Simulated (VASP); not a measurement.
# Al6SiN8 (a cell with a defect) in VASP: a series of runs

Runs on Al6SiN8 (a cell with a defect). Level: LDA. Tasks: single point.

Program: VASP 6.6.1. These are calculated values, not measurements. Logs are shortened: lines on timing, memory, paths and dates and some standing lists are left out, and cuts for length are marked.

**1. The cell of the first run**

The cell holds a defect, 15 atoms: a = 6.257 Å, b = 5.419 Å, c = 5.017 Å, α = 90.00°, β = 90.00°, γ = 90.00°.

**2. Single point, LDA**

Input file INCAR:

```
SYSTEM = Al6SiN8
PREC = Accurate
ENCUT = 520
EDIFF = 1E-7
ISMEAR = 0
SIGMA = 0.05
LREAL = Auto
LASPH = .TRUE.
NELM = 80
ALGO = Normal
ISIF = 2
LWAVE = .FALSE.
LCHARG = .FALSE.
NBANDS = 44
NELECT = 60.0
```

Input file KPOINTS:

```
Automatic mesh
0
G
  2 2 2
  0 0 0
```

Input file POSCAR:

```
Al6SiN8
1.0
   -3.1285880000     -5.4188740000      0.0000000000
    4.6928820000     -2.7094370000      0.0000000000
    0.0000000000      0.0000000000      5.0169550000
Al Si N
6 1 8
Direct
    0.5045305731      0.6652939322      0.5056946487
    0.2541848648      0.8284114175      1.0040459212
   -0.0115421607      0.6723351736      0.5054875362
    0.0054303159      0.3453685751      0.9914019202
    0.7434643071      0.1349024630      0.5294835001
    0.7502357010      0.8308498192      1.0041023521
    0.5112279305      0.3385249582      0.9912484885
    0.5060863301      0.6470262400      0.8768751026
    0.6329680603      0.3903812071      0.3154381879
    0.2712661817      0.1808241703      0.9841593814
    0.2477572051      0.7201817727      0.3535154040
   -0.0004443140      0.6771069508      0.8730838227
   -0.1459287198      0.3932206263      0.3203255264
    0.7390252523      0.1684700765      0.8814437299
    0.7436756725      0.8431316175      0.3776670783
```

Potentials or basis: VASP PAW LDA potentials, release 64 (Al, Si, N).

On the command line:

```sh
$ cat potpaw_LDA.64/Al/POTCAR potpaw_LDA.64/Si/POTCAR potpaw_LDA.64/N/POTCAR > POTCAR
$ mpirun -np 1 vasp_std > vasp.out
```

OUTCAR:

```text
SYSTEM = Al6SiN8
   PREC = Accurate
   ENCUT = 520
   EDIFF = 1E-7
   ISMEAR = 0
   LREAL = Auto
   LASPH = .TRUE.
   NELM = 80
   ISIF = 2
   NELECT = 60.0

 ion  position               nearest neighbor table
   1  0.505  0.665  0.506-  11 1.80   8 1.86  15 1.89   9 1.94   5 2.95   7 3.01   3 3.03   6 3.07
                             2 3.08   6 3.08   2 3.09   7 3.13   3 3.23   5 3.24
   2  0.254  0.828  0.004-  11 1.85  12 1.91  10 1.92   8 1.96   4 3.05   1 3.08   1 3.09   6 3.10
                             7 3.10   3 3.12   3 3.13   6 3.15   7 3.20   4 3.21
   3  0.988  0.672  0.505-  11 1.81  12 1.85  15 1.90  13 1.96   5 2.94   4 3.02   1 3.03   6 3.04
                             6 3.05   2 3.12   4 3.13   2 3.13   1 3.23   5 3.29
   4  0.005  0.345  0.991-  10 1.89  12 1.89  13 1.92  14 2.00   3 3.02   2 3.05   5 3.06   6 3.08
                             7 3.09   3 3.13   7 3.17   2 3.21   6 3.21   5 3.36
   5  0.743  0.135  0.529-  15 1.75  14 1.78  13 1.88   9 1.88   6 2.90   3 2.94   7 2.95   1 2.95
                             4 3.06   6 3.11   1 3.24   3 3.29   4 3.36
   6  0.750  0.831  0.004-  15 1.88  12 1.89  14 1.93   8 1.93   5 2.90   3 3.04   3 3.05   7 3.06
                             1 3.07   4 3.08   1 3.08   2 3.10   5 3.11   7 3.13   2 3.15   4 3.21
   7  0.511  0.339  0.991-  10 1.73   8 1.77  14 1.78   9 1.82   5 2.95   1 3.01   6 3.06   4 3.09
                             2 3.10   1 3.13   6 3.13   4 3.17   2 3.20
   8  0.506  0.647  0.877-   7 1.77   1 1.86   6 1.93   2 1.96
   9  0.633  0.390  0.315-  13 1.38   7 1.82   5 1.88   1 1.94
  10  0.271  0.181  0.984-   7 1.73   4 1.89   2 1.92
  11  0.248  0.720  0.354-   1 1.80   3 1.81   2 1.85
  12  1.000  0.677  0.873-   3 1.85   6 1.89   4 1.89   2 1.91
  13  0.854  0.393  0.320-   9 1.38   5 1.88   4 1.92   3 1.96
  14  0.739  0.168  0.881-   5 1.78   7 1.78   6 1.93   4 2.00
  15  0.744  0.843  0.378-   5 1.75   6 1.88   1 1.89   3 1.90

  LATTYP: Found a simple orthorhombic cell.
 ALAT       =     5.0169550000
 B/A-ratio  =     1.0801120458
 C/A-ratio  =     1.2472060331

  Lattice vectors:

 A1 = (   0.0000000000,   0.0000000000,  -5.0169550000)
 A2 = (   4.6928820000,  -2.7094370000,   0.0000000000)
 A3 = (  -3.1285880000,  -5.4188740000,   0.0000000000)

Analysis of symmetry for initial positions (statically):
=====================================================================
 Subroutine PRICEL returns:
 Original cell was already a primitive cell.

 Routine SETGRP: Setting up the symmetry group for a
 simple orthorhombic supercell.

 Subroutine GETGRP returns: Found  1 space group operations
 (whereof  1 operations were pure point group operations)
 out of a pool of  8 trial point group operations.

The static configuration has the point symmetry C_1 .

Analysis of symmetry for dynamics (positions and initial velocities):
=====================================================================
 Subroutine PRICEL returns:
 Original cell was already a primitive cell.

 Routine SETGRP: Setting up the symmetry group for a
 simple orthorhombic supercell.

 Subroutine GETGRP returns: Found  1 space group operations
 (whereof  1 operations were pure point group operations)
 out of a pool of  8 trial point group operations.

The dynamic configuration has the point symmetry C_1 .

 Subroutine INISYM returns: Found  1 space group operations
 (whereof  1 operations are pure point group operations),
 and found     1 'primitive' translations

----------------------------------------------------------------------------------------

                                     Primitive cell

  volume of cell :     170.1091

  direct lattice vectors                    reciprocal lattice vectors
    -3.128588000 -5.418874000  0.000000000    -0.079908253 -0.138405137  0.000000000
     4.692882000 -2.709437000  0.000000000     0.159816505 -0.092270092  0.000000000
     0.000000000  0.000000000  5.016955000     0.000000000  0.000000000  0.199324092

  length of vectors
     6.257176544  5.418873529  5.016955000     0.159816491  0.184540199  0.199324092

  position of ions in fractional coordinates (direct lattice)
     0.504530573  0.665293932  0.505694649
     0.254184865  0.828411417  0.004045921
[... 45 lines left out ...]
     0.000000000  0.000000000  0.099662046     0.000000000  0.000000000  0.500000000

  Length of vectors
     0.079908246  0.092270100  0.099662046

  Shift w.r.t. Gamma in fractional coordinates (k-lattice)
     0.000000000  0.000000000  0.000000000

 Subroutine IBZKPT returns following result:
 ===========================================

 Found      8 irreducible k-points:

 Following reciprocal coordinates:
            Coordinates               Weight
  0.000000  0.000000  0.000000      1.000000
  0.500000  0.000000  0.000000      1.000000
  0.000000  0.500000  0.000000      1.000000
  0.500000  0.500000  0.000000      1.000000
  0.000000  0.000000  0.500000      1.000000
  0.500000  0.000000  0.500000      1.000000
  0.000000  0.500000  0.500000      1.000000
  0.500000  0.500000  0.500000      1.000000
   k-points           NKPTS =      8   k-points in BZ     NKDIM =      8   number of bands    NBANDS=     44
   number of dos      NEDOS =    301   number of ions     NIONS =     15
   total plane-waves  NPLWV =  76800
   dimension x,y,z NGX =    48 NGY =   40 NGZ =   40
   dimension x,y,z NGXF=    96 NGYF=   80 NGZF=   80
   ions per type =               6   1   8
   NGX,Y,Z   is equivalent  to a cutoff of  12.75, 12.27, 13.25 a.u.
   NGXF,Y,Z  is equivalent  to a cutoff of  25.51, 24.54, 26.51 a.u.
 SYSTEM =  Al6SiN8
   PREC   = accura    normal or accurate (medium, high low for compatibility)
   ISTART =      0    job   : 0-new  1-cont  2-samecut
   ICHARG =      2    charge: 1-file 2-atom 10-const
   ISPIN  =      1    spin polarized calculation?
   LNONCOLLINEAR =      F non collinear calculations
   LSORBIT =      F    spin-orbit coupling
   LASPH  =      T    aspherical Exc in radial PAW
   ENCUT  =  520.0 eV  38.22 Ry    6.18 a.u.  11.63 10.08  9.33*2*pi/ulx,y,z
   NELM   =     80;   NELMIN=  2; NELMDL= -5     # of ELM steps
   EDIFF  = 0.1E-06   stopping-criterion for ELM
   LREAL  =      T    real-space projection
   EDIFFG = 0.1E-05   stopping-criterion for IOM
   NSW    =      0    number of steps for IOM
   IBRION =     -1    ionic relax: 0-MD 1-quasi-New 2-CG
   NFREE  =      0    steps in history (QN), initial steepest desc. (CG)
   ISIF   =      2    stress and relaxation
   ISYM   =      2    0-nonsym 1-usesym 2-fastsym
   POTIM  = 0.5000    time-step for ionic-motion
   TEBEG  =    0.0;   TEEND  =   0.0 temperature during run
   PSTRESS=    0.0 pullay stress
   NELECT =      60.0000    total number of electrons
   NUPDOWN=      -1.0000    fix difference up-down
   EMIN   =  10.00;   EMAX   =-10.00  energy-range for DOS
   EFERMI =   0.00;   METHOD = LEGACY
   ISMEAR =     0;   SIGMA  =   0.05  broadening in eV -4-tet -1-fermi 0-gaus
   EFERMI_NEDOS =   21; number of points for ismear=-14 and -15
   IALGO  =     38    algorithm
   IMIX   =      4    mixing-type and parameters
     AMIX     =   0.40;   BMIX     =  1.00
     AMIX_MAG =   1.60;   BMIX_MAG =  1.00
  volume/ion in A,a.u.               =      11.34        76.53
  Fermi-wavevector in a.u.,A,eV,Ry     =   1.156687  2.185822 18.203588  1.337926
  Thomas-Fermi vector in A             =   2.293306
   LORBIT       =      0    0 simple, 1 ext, 2 COOP (PROOUT), +10 PAW based schemes
   GGA     = CA    functional components
   LHFCALC =     F    Hartree Fock is set to
   AEXX    =    0.0000 exact exchange contribution
   IVDW    =     0    specifies the selected vdW correction
   LEPSILON=     F    determine dielectric tensor
   LRPA    =     F    only Hartree local field effects (RPA)
 non-spin polarized calculation
 Gauss-broadening in eV      SIGMA  =   0.05
  energy-cutoff  :      520.00
  volume of cell :      170.11
 maximum number of plane-waves:      4616
 NGX is ok and might be reduce to    48
   NGX = 23   NGY = 21   NGZ = 19

 number of electron      59.9999997 magnetization

 Free energy of the ion-electron system (eV)
  ---------------------------------------------------
  ext. energy  EPLUGINS =         0.00000000
  ---------------------------------------------------
  free energy    TOTEN  =      -131.46935957 eV

  energy without entropy =     -131.46502005  energy(sigma->0) =     -131.46718981

 E-fermi :   4.7010     XC(G=0): -10.4881

 val. band max:        4.6459757220   @ k =   0.5000   0.5000   0.5000
 cond. band min:       4.7404411793   @ k =   0.0000   0.5000   0.5000
 fundamental gap:      0.0944654573
 Fermi energy:         4.7009602428

 k-point     1 :       0.0000    0.0000    0.0000
  band No.  band energies     occupation
      1     -14.4672      2.00000
      2     -10.0332      2.00000
      3      -8.7714      2.00000
      4      -8.6303      2.00000
      5      -8.2215      2.00000
      6      -7.8635      2.00000
[... 349 lines left out ...]
     41      12.8624      0.00000
     42      13.6586      0.00000
 [bands above 42 left out]

------------------------ aborting loop because EDIFF is reached ----------------------------------------

  FORCE on cell =-STRESS in cart. coord.  units (eV):
  Direction    XX          YY          ZZ          XY          YZ          ZX
  --------------------------------------------------------------------------------------
  -------------------------------------------------------------------------------------
  Total      -21.5227454    -28.2213903     -9.8401657     -4.5941890      0.9176306     -0.4388081
  in kB     -202.7125432   -265.8039059    -92.6798592    -43.2704899      8.6427280     -4.1329253
  external PRESSURE =    -187.0654361 kB  Pullay stress =       0.0000000 kB

 VOLUME and BASIS-vectors are now :
 -----------------------------------------------------------------------------
  energy-cutoff  :      520.00
  volume of cell :      170.11
      direct lattice vectors                 reciprocal lattice vectors
    -3.128588000 -5.418874000  0.000000000    -0.079908253 -0.138405137  0.000000000
     4.692882000 -2.709437000  0.000000000     0.159816505 -0.092270092  0.000000000
     0.000000000  0.000000000  5.016955000     0.000000000  0.000000000  0.199324092

 POSITION                                       TOTAL-FORCE (eV/Angst)
 -----------------------------------------------------------------------------------
      1.54368     -4.53656      2.53705        -0.021721     -0.016571     -0.004623
      3.09240     -3.62192      0.02030         0.009747     -0.015273     -0.018353
      0.06271     -7.17798      2.53601        -0.006307      0.026367     -0.016472
      1.60378     -0.96518      4.97382        -0.014537      0.013550      0.005002
     -1.69291     -4.39425      2.65639         0.023970     -0.001427     -0.004191
      1.55190     -6.31657      0.02058         0.007536      0.009621      0.001330
     -0.01076     -3.68749      4.97305        -0.006935      0.002916      0.016718
      1.45308     -4.49549      4.39924         0.011242      0.000232      0.004138
     -0.14828     -4.48769      1.58254         0.119894      0.187258     -0.014769
     -0.00009     -1.95989      4.93748        -0.010442      0.001056     -0.006697
      2.60460     -3.29385      1.77357         0.005670     -0.002816      0.000024
      0.05039     -7.25104      4.38022         0.001948     -0.011552      0.009773
     -0.82670     -5.69351      1.60706        -0.088549     -0.194220      0.008817
     -1.52150     -4.46114      4.42216         0.005064     -0.008766      0.039469
      1.63006     -6.31430      1.89474        -0.036579      0.009624     -0.020165
 -----------------------------------------------------------------------------------
    total drift:                               -0.001469      0.000314      0.001137

  FREE ENERGIE OF THE ION-ELECTRON SYSTEM (eV)
  ---------------------------------------------------
  free  energy   TOTEN  =      -131.4693595670 eV

  energy  without entropy=     -131.4650200478  energy(sigma->0) =     -131.46718981
```

Wall time 2.8 min (1 thread of Intel Xeon Platinum 8259CL at 2.50GHz (Skylake/Cascade Lake), shared host); peak memory 0.23 GiB.

What came out:

| Quantity | Value |
| --- | --- |
| Free energy | -131.4694 eV |
| Largest force | 0.223 eV/Å |

Forces on the atoms (eV/Å):
```
Al  -0.022 -0.017 -0.005
Al   0.010 -0.015 -0.018
Al  -0.006  0.026 -0.016
Al  -0.015  0.014  0.005
Al   0.024 -0.001 -0.004
Al   0.008  0.010  0.001
Si  -0.007  0.003  0.017
N    0.011  0.000  0.004
N    0.120  0.187 -0.015
N   -0.010  0.001 -0.007
N    0.006 -0.003  0.000
N    0.002 -0.012  0.010
N   -0.089 -0.194  0.009
N    0.005 -0.009  0.039
N   -0.037  0.010 -0.020
```

Levels at points of the mesh, in eV from the Fermi level:
```csv
k point,band 28,band 29,band 30,band 31,band 32,band 33
"(0.00, 0.00, 0.00)",-0.61,-0.46,-0.16,-0.07,3.72,5.55
"(0.50, 0.00, 0.00)",-0.90,-0.43,-0.06,0.28,4.49,4.80
"(0.00, 0.50, 0.00)",-0.64,-0.34,-0.16,0.30,4.68,5.15
"(0.50, 0.50, 0.00)",-0.87,-0.56,0.16,0.42,5.21,5.48
"(0.00, 0.00, 0.50)",-0.69,-0.56,-0.28,-0.17,4.30,5.27
"(0.50, 0.00, 0.50)",-0.85,-0.40,-0.16,0.21,5.11,5.44
"(0.00, 0.50, 0.50)",-0.90,-0.51,0.04,0.19,4.67,4.83
"(0.50, 0.50, 0.50)",-1.06,-0.49,-0.05,0.68,5.10,5.40
```

Caveat: the k points lie up to 0.63 Å⁻¹ apart; the cell carries a net charge on a neutralising background, which shifts energy and pressure; the cell is charged against a uniform background, so pressure and absolute levels hang on convention.

**3. Single point, LDA**

Input file INCAR:

```
SYSTEM = Al6SiN8
ALGO = Normal ; EDIFF = 1E-6
ENCUT = 520 ; ISIF = 2
ISMEAR = 0 ; LASPH = .TRUE.
LCHARG = .FALSE. ; LREAL = Auto
LWAVE = .FALSE. ; NBANDS = 44
NELECT = 60.0 ; NELM = 60
PREC = Accurate ; SIGMA = 0.05
```

Input file KPOINTS:

```
k-points
0
G
  2 2 2
  0 0 0
```

Input file POSCAR:

```
Al6SiN8
1.0
   -3.1285880000     -5.4188740000      0.0000000000
    4.6928820000     -2.7094370000      0.0000000000
    0.0000000000      0.0000000000      5.0169550000
Al Si N
6 1 8
Direct
    0.4959811795      0.6716648672      0.5059491361
    0.2455384503      0.8348283826      1.0074869131
   -0.0000857466      0.6693425653      0.5059144731
    0.0069958310      0.3652475744      1.0311060617
    0.7446126655      0.1547887795      0.4930607547
    0.7616483894      0.8279959641      1.0073419323
    0.2388392800      0.1616430682      1.4931335601
    0.5023017449      0.7800012293      0.8553749432
    0.4786890108      0.3192981940      0.4860167781
    0.1172099330      0.1097492215      0.8171074584
    0.2440254677      0.8531640028      0.3786394291
    0.0063336401      0.6570750672      0.8794462993
    0.0112774525      0.3317017947      0.3831152312
    0.8960890672      0.1071581646      0.8220309216
    0.7505430547      0.8230075946      0.3749891079
```

Potentials or basis: VASP PAW LDA potentials, release 64 (Al, Si, N).

On the command line:

```sh
$ cat potpaw_LDA.64/Al/POTCAR potpaw_LDA.64/Si/POTCAR potpaw_LDA.64/N/POTCAR > POTCAR
$ mpirun -np 1 vasp_std > vasp.out
```

Run time: 2.8 min. Hardware: 1 thread of Intel Xeon Platinum 8259CL at 2.50GHz (Skylake/Cascade Lake), shared host; peak memory 0.22 GiB.

It converged, with:

- Free energy: -131.4693 eV
- Largest force: 0.225 eV/Å

Forces in eV/Å, atoms in the order of the input:
```
Al   0.000  0.022 -0.023
Al   0.026  0.019 -0.002
Al  -0.014 -0.009 -0.003
Al  -0.011  0.003  0.014
Al   0.017 -0.021  0.011
Al   0.001 -0.022 -0.023
Si  -0.006 -0.002  0.000
N   -0.010 -0.006  0.000
N    0.003 -0.026 -0.007
N   -0.119 -0.180 -0.006
N   -0.016 -0.001  0.009
N    0.036 -0.017 -0.018
N    0.008  0.022  0.039
N    0.083  0.209  0.007
N    0.001  0.009  0.001
```

Levels at points of the mesh, in eV from the Fermi level:
```tsv
k point	band 28	band 29	band 30	band 31	band 32	band 33
(0.00, 0.00, 0.00)	-0.61	-0.46	-0.16	-0.06	3.72	5.55
(0.50, 0.00, 0.00)	-0.90	-0.43	-0.06	0.29	4.50	4.80
(0.00, 0.50, 0.00)	-0.64	-0.34	-0.16	0.30	4.69	5.16
(0.50, 0.50, 0.00)	-0.87	-0.56	0.16	0.42	5.21	5.48
(0.00, 0.00, 0.50)	-0.69	-0.55	-0.28	-0.17	4.30	5.27
(0.50, 0.00, 0.50)	-0.85	-0.40	-0.16	0.21	5.11	5.44
(0.00, 0.50, 0.50)	-0.90	-0.51	0.04	0.19	4.67	4.83
(0.50, 0.50, 0.50)	-1.06	-0.49	-0.05	0.68	5.11	5.40
```

Caveat: the k points lie up to 0.63 Å⁻¹ apart; the cell carries a net charge on a neutralising background, which shifts energy and pressure; the cell is charged against a uniform background, so pressure and absolute levels hang on convention.

(Continued in part 2 of 2.)
